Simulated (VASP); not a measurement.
Set up this calculation in VASP 6.6.1, as the native input.

```
Task                   : single point
Functional             : PBE
Potentials or basis    : VASP PAW PBE potentials, release 64 (La, Y_sv, O)
Cutoff                 : 520 eV
k mesh                 : 6 × 6 × 6
Occupations            : gaussian, width 0.1 eV
Spin                   : no spin polarisation
Dipole correction      : no
Further INCAR settings : ALGO = Normal; EDIFF = 1e-07; NBANDS = 37
```

The structure of La3YO2 lies in POSCAR:

```
La3YO2
1.0
    5.2998408227      0.0000000000      0.0000000000
    0.0000000000      5.2998408227      0.0000000000
    0.0000000000      0.0000000000      4.8675665092
La Y O
3 1 2
Direct
    0.5000000000      0.5000000000      0.0000000000
    0.0000000000      0.5000000000      0.5000000000
    0.5000000000      0.0000000000      0.5000000000
    0.0000000000      0.0000000000      0.0000000000
    0.5000000000      0.5000000000      0.5000000000
    0.0000000000      0.0000000000      0.5000000000
```

One way to write it, as run:

INCAR

```
SYSTEM = La3YO2
PREC = Accurate ; ENCUT = 520
EDIFF = 1E-7 ; ISMEAR = 0
SIGMA = 0.1 ; LREAL = .FALSE.
LASPH = .TRUE. ; NELM = 80
ALGO = Normal ; ISIF = 2
LWAVE = .FALSE. ; LCHARG = .FALSE.
GGA = PE ; NBANDS = 37
```

KPOINTS

```
Automatic mesh
0
G
  6 6 6
  0 0 0
```

Potentials or basis: VASP PAW PBE potentials, release 64 (La, Y_sv, O).

Run with:

```console
$ cat potpaw_PBE.64/La/POTCAR potpaw_PBE.64/Y_sv/POTCAR potpaw_PBE.64/O/POTCAR > POTCAR
$ mpirun -np 1 vasp_std > vasp.out
```

Results of the run:

```yaml
Pressure: -0.1 GPa
Band_gap_on_the_k_mesh: zero (band 28 reaches 8.77 eV, above the bottom of band 29 at 6.69 eV)
```

Caveat: spin-orbit coupling is left out, which moves the levels of the heavy elements.

Wall time 2.7 min on 1 thread of Intel(R) Xeon(R) 6975P-C (Granite Rapids), on a shared host, peak memory 0.37 GiB.
